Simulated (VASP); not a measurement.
# NaI (Fm-3m) in VASP: notebook

NaI is run at these levels: LDA; tasks: elastic constants.

All numbers are computed with VASP 6.6.1; they aren't measurements. Logs are shortened: lines on timing, memory, paths and dates and some standing lists are left out, and cuts for length are marked.

### Step 1. The cell of the first run

It takes space group Fm-3m (No. 225, cubic). Conventional cell: a = 6.262 Å, b = 6.262 Å, c = 6.262 Å, α = 90.00°, β = 90.00°, γ = 90.00°. Within 4.1 Å of Na (site symmetry m-3m) lie 6 I at 3.13 Å. I (site symmetry m-3m) has 6 Na at 3.13 Å within 4.1 Å.

### Step 2. Elastic constants, LDA

INCAR reads:

```
  PREC = Accurate
  ENCUT = 600
  EDIFF = 1E-8
  ISMEAR = 0
  SIGMA = 0.01
  LREAL = False
  LASPH = True
  NELM = 60
  ALGO = Normal
  ISIF = 3
  LWAVE = False
  LCHARG = False
  GGA = CA
  IBRION = 6
  NFREE = 2
  POTIM = 0.015
  NSW = 1
```

KPOINTS reads:

```
regular mesh
0
Gamma
  6 6 6
```

POSCAR reads:

```
NaI
1.0
    0.0000000000      3.1310897312      3.1310897312
    3.1310897312      0.0000000000      3.1310897312
    3.1310897312      3.1310897312      0.0000000000
Na I
1 1
Direct
    0.0000000000      0.0000000000      0.0000000000
    0.5000000000      0.5000000000      0.5000000000
```

Potentials or basis: VASP PAW LDA potentials, release 64 (Na_pv, I).

Started as:

```
$ cat potpaw_LDA.64/Na_pv/POTCAR potpaw_LDA.64/I/POTCAR > POTCAR
$ mpirun -np 1 vasp_std > vasp.out
```

OUTCAR:

```text
PREC = Accurate
   ENCUT = 600
   EDIFF = 1E-8
   ISMEAR = 0
   LREAL = False
   LASPH = True
   NELM = 60
   ISIF = 3
   GGA = CA
   IBRION = 6
   NFREE = 2
   POTIM = 0.015
   NSW = 1

 ion  position               nearest neighbor table
   1  0.000  0.000  0.000-   2 3.13   2 3.13   2 3.13   2 3.13   2 3.13   2 3.13
   2  0.500  0.500  0.500-   1 3.13   1 3.13   1 3.13   1 3.13   1 3.13   1 3.13

  LATTYP: Found a face centered cubic cell.
 ALAT       =     6.2621794624

  Lattice vectors:

 A1 = (   0.0000000000,   3.1310897312,   3.1310897312)
 A2 = (   3.1310897312,   0.0000000000,   3.1310897312)
 A3 = (   3.1310897312,   3.1310897312,   0.0000000000)

Analysis of symmetry for initial positions (statically):
=====================================================================
 Subroutine PRICEL returns:
 Original cell was already a primitive cell.

 Routine SETGRP: Setting up the symmetry group for a
 face centered cubic supercell.

 Subroutine GETGRP returns: Found 48 space group operations
 (whereof 48 operations were pure point group operations)
 out of a pool of 48 trial point group operations.

The static configuration has the point symmetry O_h .

Analysis of symmetry for dynamics (positions and initial velocities):
=====================================================================
 Subroutine PRICEL returns:
 Original cell was already a primitive cell.

 Routine SETGRP: Setting up the symmetry group for a
 face centered cubic supercell.

 Subroutine GETGRP returns: Found 48 space group operations
 (whereof 48 operations were pure point group operations)
 out of a pool of 48 trial point group operations.

The dynamic configuration has the point symmetry O_h .

 Subroutine INISYM returns: Found 48 space group operations
 (whereof 48 operations are pure point group operations),
 and found     1 'primitive' translations

----------------------------------------------------------------------------------------

                                     Primitive cell

  volume of cell :      61.3927

  direct lattice vectors                    reciprocal lattice vectors
     0.000000000  3.131089731  3.131089731    -0.159688812  0.159688812  0.159688812
     3.131089731  0.000000000  3.131089731     0.159688812 -0.159688812  0.159688812
     3.131089731  3.131089731  0.000000000     0.159688812  0.159688812 -0.159688812

  length of vectors
     4.428029563  4.428029563  4.428029563     0.276589136  0.276589136  0.276589136

  position of ions in fractional coordinates (direct lattice)
     0.000000000  0.000000000  0.000000000
     0.500000000  0.500000000  0.500000000

  ion indices of the primitive-cell ions
   primitive index   ion index
                 1           1
                 2           2

----------------------------------------------------------------------------------------

 KPOINTS: regular mesh

Automatic generation of k-mesh.
 Grid dimensions read from file:
 generate k-points for:    6    6    6

 Generating k-lattice:

  Cartesian coordinates                     Fractional coordinates (reciprocal lattice)
    -0.026614802  0.026614802  0.026614802     0.166666667  0.000000000  0.000000000
     0.026614802 -0.026614802  0.026614802     0.000000000  0.166666667  0.000000000
[... 103 lines left out ...]
  Direction    XX          YY          ZZ          XY          YZ          ZX
  --------------------------------------------------------------------------------------
  -------------------------------------------------------------------------------------
  Total        0.0035347      0.0035347      0.0035347      0.0000000      0.0000000     -0.0000000
  in kB        0.0922459      0.0922459      0.0922459      0.0000000      0.0000000     -0.0000000
  external PRESSURE =       0.0922459 kB  Pullay stress =       0.0000000 kB
[... 89 lines left out ...]
  FREE ENERGIE OF THE ION-ELECTRON SYSTEM (eV)
  ---------------------------------------------------
  free  energy   TOTEN  =        -6.0147371012 eV

  energy  without entropy=       -6.0147371012  energy(sigma->0) =       -6.01473710

[... ionic steps 4 to 14 ...]

--------------------------------------- Ionic step       15  -------------------------------------------

 number of electron      13.9999998 magnetization

------------------------ aborting loop because EDIFF is reached ----------------------------------------
[... 67 lines left out ...]
--------------------------------------- Ionic step       17  -------------------------------------------

 number of electron      13.9999995 magnetization

 Free energy of the ion-electron system (eV)
  ---------------------------------------------------
  ext. energy  EPLUGINS =         0.00000000
  ---------------------------------------------------
  free energy    TOTEN  =        -6.01671297 eV

  energy without entropy =       -6.01671297  energy(sigma->0) =       -6.01671297

 E-fermi :   1.5112     XC(G=0):  -8.5023

 val. band max:        1.3614306969   @ k =   0.0000   0.0000   0.0000
 cond. band min:       4.9920957632   @ k =   0.0000   0.0000   0.0000
 fundamental gap:      3.6306650664
 Fermi energy:         1.5112027305

 k-point     1 :       0.0000    0.0000    0.0000
  band No.  band energies     occupation
      1     -20.9465      2.00000
      2     -20.9464      2.00000
      3     -20.9464      2.00000
      4     -10.0028      2.00000
      5       1.3613      2.00000
      6       1.3614      2.00000
      7       1.3614      2.00000
      8       4.9921      0.00000
      9       9.1526      0.00000
     10       9.1526      0.00000
     11       9.1527      0.00000
[... 309 lines left out ...]
 k-point    24 :       0.0000   -0.3333    0.3333
  band No.  band energies     occupation
      1     -20.9524      2.00000
      2     -20.9514      2.00000
      3     -20.9479      2.00000
      4      -9.4919      2.00000
      5      -0.5478      2.00000
      6      -0.4086      2.00000
      7       0.7380      2.00000
      8       6.7594      0.00000
      9       8.6038      0.00000
     10       9.6406      0.00000
     11      10.1538      0.00000

 [... further k-points ...]

------------------------ aborting loop because EDIFF is reached ----------------------------------------

  FORCE on cell =-STRESS in cart. coord.  units (eV):
  Direction    XX          YY          ZZ          XY          YZ          ZX
  --------------------------------------------------------------------------------------
  -------------------------------------------------------------------------------------
  Total        0.0062930      0.0039741      0.0039741      0.0000000      0.0000000     -0.0000000
  in kB        0.1642304      0.1037126      0.1037126      0.0000000      0.0000000     -0.0000000
  external PRESSURE =       0.1238852 kB  Pullay stress =       0.0000000 kB
[... 17 lines left out ...]
  FREE ENERGIE OF THE ION-ELECTRON SYSTEM (eV)
  ---------------------------------------------------
  free  energy   TOTEN  =        -6.0167129664 eV

  energy  without entropy=       -6.0167129664  energy(sigma->0) =       -6.01671297

 INTERNAL STRAIN TENSORS FROM STRAINED CELLS
 ============================================

 INTERNAL STRAIN TENSOR FOR ION    1 for displacements in x,y,z  (eV/Angst):
          X           Y           Z          XY          YZ          ZX
  --------------------------------------------------------------------------------
  x    -0.00000     0.00000     0.00000    -0.00000     0.00000    -0.00000
  y    -0.00000    -0.00000     0.00000    -0.00000    -0.00000     0.00000
  z    -0.00000     0.00000     0.00000     0.00000     0.00000    -0.00000

 INTERNAL STRAIN TENSORS FROM DISPLACED ATOMS
 ============================================

 INTERNAL STRAIN TENSOR FOR ION    1 for displacements in x,y,z  (eV/Angst):
          X           Y           Z          XY          YZ          ZX
  --------------------------------------------------------------------------------
  x     0.00000     0.00000     0.00000     0.00000     0.00000     0.00000
  y     0.00000     0.00000     0.00000     0.00000     0.00000     0.00000
  z     0.00000     0.00000     0.00000     0.00000     0.00000     0.00000

 INTERNAL STRAIN TENSOR FOR ION    2 for displacements in x,y,z  (eV/Angst):
          X           Y           Z          XY          YZ          ZX
  --------------------------------------------------------------------------------
  x     0.00000     0.00000     0.00000     0.00000     0.00000     0.00000
  y     0.00000     0.00000     0.00000     0.00000     0.00000     0.00000
  z     0.00000     0.00000     0.00000     0.00000     0.00000     0.00000

 Eigenvectors and eigenvalues of the dynamical matrix
 ----------------------------------------------------

   1 f  =    3.931440 THz    24.701965 2PiTHz  131.138717 cm-1    16.259121 meV
             X         Y         Z           dx          dy          dz
      0.000000  0.000000  0.000000     0.919811    0.000000    0.000000
      3.131090  3.131090  3.131090    -0.392362    0.000000    0.000000
[... 21 lines left out ...]
   6 f/i=    0.003121 THz     0.019608 2PiTHz    0.104094 cm-1     0.012906 meV
             X         Y         Z           dx          dy          dz
      0.000000  0.000000  0.000000     0.330259    0.203543   -0.058706
      3.131090  3.131090  3.131090     0.774226    0.477166   -0.137623

--------------------------------------------------------------------------------------------------------

 ELASTIC MODULI CONTR FROM IONIC RELAXATION (kBar)
 Direction    XX          YY          ZZ          XY          YZ          ZX
 --------------------------------------------------------------------------------
 XX           0.0000      0.0000      0.0000      0.0000      0.0000      0.0000
 YY           0.0000      0.0000      0.0000      0.0000      0.0000      0.0000
 ZZ           0.0000      0.0000      0.0000      0.0000      0.0000      0.0000
 XY           0.0000      0.0000      0.0000      0.0000      0.0000      0.0000
 YZ           0.0000      0.0000      0.0000      0.0000      0.0000      0.0000
 ZX           0.0000      0.0000      0.0000      0.0000      0.0000      0.0000
 --------------------------------------------------------------------------------

 TOTAL ELASTIC MODULI (kBar)
 Direction    XX          YY          ZZ          XY          YZ          ZX
 --------------------------------------------------------------------------------
 XX         446.8291     90.0971     90.0971      0.0000      0.0000     -0.0000
 YY          90.0971    446.8291     90.0971     -0.0000      0.0000     -0.0000
 ZZ          90.0971     90.0971    446.8291     -0.0000      0.0000      0.0000
 XY           0.0000     -0.0000     -0.0000     75.9308      0.0000     -0.0000
 YZ           0.0000      0.0000      0.0000      0.0000     75.9308      0.0000
 ZX          -0.0000     -0.0000      0.0000     -0.0000      0.0000     75.9308
 --------------------------------------------------------------------------------
```

Wall time 11 min (1 thread of AMD EPYC 7R43 (Zen 3), shared host); peak memory 0.19 GiB.

Results:

```yaml
Elastic_constants_C11_C12_C44: 45, 9, 8 GPa
Voigt_bulk_modulus: 21 GPa
Highest_phonon_frequency_at_Γ_LO-TO_splitting_left_out: 131 cm⁻¹
```

Phonon frequencies in cm⁻¹ (negative: imaginary):
```
              q point        frequencies
(0.000, 0.000, 0.000)  0 0 0 131 131 131
```

Elastic tensor in Voigt notation (GPa, in the Cartesian axes of the cell as first typed):
```
45  9  9  0  0  0
 9 45  9  0  0  0
 9  9 45  0  0  0
 0  0  0  8  0  0
 0  0  0  0  8  0
 0  0  0  0  0  8
```

Clamped-ion elastic tensor (GPa):
```
45  9  9  0  0  0
 9 45  9  0  0  0
 9  9 45  0  0  0
 0  0  0  8  0  0
 0  0  0  0  8  0
 0  0  0  0  0  8
```

Caveat: spin-orbit coupling is left out, which moves the levels of the heavy elements.

### Step 3. Elastic constants, LDA

INCAR reads:

```
PREC = Accurate
ENCUT = 600
EDIFF = 1E-8
ISMEAR = 0
SIGMA = 0.01
LREAL = False
LASPH = True
NELM = 100
ALGO = Normal
ISIF = 3
LWAVE = False
LCHARG = False
IBRION = 6
NFREE = 2
POTIM = 0.015
NSW = 1
```

KPOINTS is that of step 2.

POSCAR is that of step 2.

Potentials or basis: VASP PAW LDA potentials, release 64 (Na_pv, I).

Started as:

```
$ cat potpaw_LDA.64/Na_pv/POTCAR potpaw_LDA.64/I/POTCAR > POTCAR
$ mpirun -np 1 vasp_std > vasp.out
```

Wall time 11 min (1 thread of AMD EPYC 7R43 (Zen 3), shared host); peak memory 0.2 GiB.

Results (log left out):

```
Elastic constants C11, C12, C44                         : 45, 9, 8 GPa
Voigt bulk modulus                                      : 21 GPa
Highest phonon frequency at Γ, LO-TO splitting left out : 131 cm⁻¹
```

Phonon frequencies in cm⁻¹ (negative: imaginary):
```csv
q point,frequencies
"(0.000, 0.000, 0.000)",0 0 0 131 131 131
```

Elastic tensor in Voigt notation (GPa, in the Cartesian axes of the cell as first typed):
```
45  9  9  0  0  0
 9 45  9  0  0  0
 9  9 45  0  0  0
 0  0  0  8  0  0
 0  0  0  0  8  0
 0  0  0  0  0  8
```

Clamped-ion elastic tensor (GPa):
```
45  9  9  0  0  0
 9 45  9  0  0  0
 9  9 45  0  0  0
 0  0  0  8  0  0
 0  0  0  0  8  0
 0  0  0  0  0  8
```

Caveat: spin-orbit coupling is left out, which moves the levels of the heavy elements.
